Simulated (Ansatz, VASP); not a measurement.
**Two plane-wave programs on K3I2Br**

```
K I Br
1.0
     4.59330    0.00000    0.00000
    -2.29665    3.97791    0.00000
     0.00000    0.00000   11.56804
K I Br
3 2 1
Cartesian
  0.0000 0.0000 5.7840
  0.0000 2.6519 1.7363
  2.2967 1.3260 9.8317
  0.0000 2.6519 7.8087
  2.2967 1.3260 3.7594
  0.0000 0.0000 0.0000
```

Alike in both runs: functional LDA; k mesh 6 × 6 × 2; occupations gaussian, width 0.05 eV; no spin polarisation.

Ansatz relaxed the structure, and its values are those at the end. VASP's run is a single point on that final structure, the one shown.

|  | VASP | Ansatz |
| --- | --- | --- |
| version | VASP 6.6.1 | Ansatz 0.2.0 |
| potentials or method | VASP PAW LDA potentials, release 64 (K_sv, I, Br), cutoff 520 eV | scalar-relativistic, plane waves, PAW |
| valence electrons in the cell | 48 | 68 |

Ansatz gave:

```
gap on the k mesh at the Fermi level (eV) : 3.82
least direct gap on the mesh (eV)         : 3.82
pressure (GPa)                            : 1.0
```

Problem. Estimate VASP's values.

Solution. gap on the k mesh at the Fermi level (eV): 3.83; least direct gap on the mesh (eV): 3.83; pressure (GPa): 1.1.

LDA's correlation is that of Perdew and Zunger in VASP and of Perdew and Wang (1992) in Ansatz. VASP's potentials hold 48 valence electrons a cell and Ansatz's 68, so a difference there can come from the potentials and not from the codes. Ansatz's warnings: stress scf threshold loose.

Neither program's run includes spin-orbit coupling.
